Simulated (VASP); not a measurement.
Write the native input for VASP 6.6.1 that does the following.

```yaml
Task: single point
Functional: LDA
Potentials_or_basis: VASP PAW LDA potentials, release 64 (Al)
Cutoff: 520 eV
k_mesh: 7 × 7 × 10
Occupations: fermi-dirac, width 0.05 eV
Spin: no spin polarisation
Dipole_correction: no
Further_INCAR_settings: ALGO = Fast; EDIFF = 1e-06; NBANDS = 10
```

The structure of Al lies in POSCAR:

```
Al
1.0
    4.4916000000      0.0000000000      0.0000000000
   -2.2458000000      3.8898400000      0.0000000000
    0.0000000000      0.0000000000      2.7226000000
Al
2
Direct
    0.3333300000      0.6666700000      0.0000000000
    0.6666700000      0.3333300000      0.0000000000
```

One way to write it, as run:

INCAR

```
ALGO = Fast
EDIFF = 1E-6
ENCUT = 520
GGA = CA
ISIF = 2
ISMEAR = -1
LASPH = True
LCHARG = False
LREAL = False
LWAVE = False
NBANDS = 10
NELM = 80
PREC = Accurate
SIGMA = 0.05
```

KPOINTS

```
k-points
0
Gamma
  7 7 10
```

Potentials or basis: VASP PAW LDA potentials, release 64 (Al).

Launch:

```sh
$ cat potpaw_LDA.64/Al/POTCAR > POTCAR
$ mpirun -np 1 vasp_std > vasp.out
```

It gave:

* Pressure: -0.5 GPa
* Band gap on the k mesh: zero (band 3 reaches 6.46 eV, above the bottom of band 4 at 3.02 eV)

It took 49 s on 1 thread of AMD EPYC 7R13 Processor (Zen 3), on a shared host, peak memory 0.13 GiB.
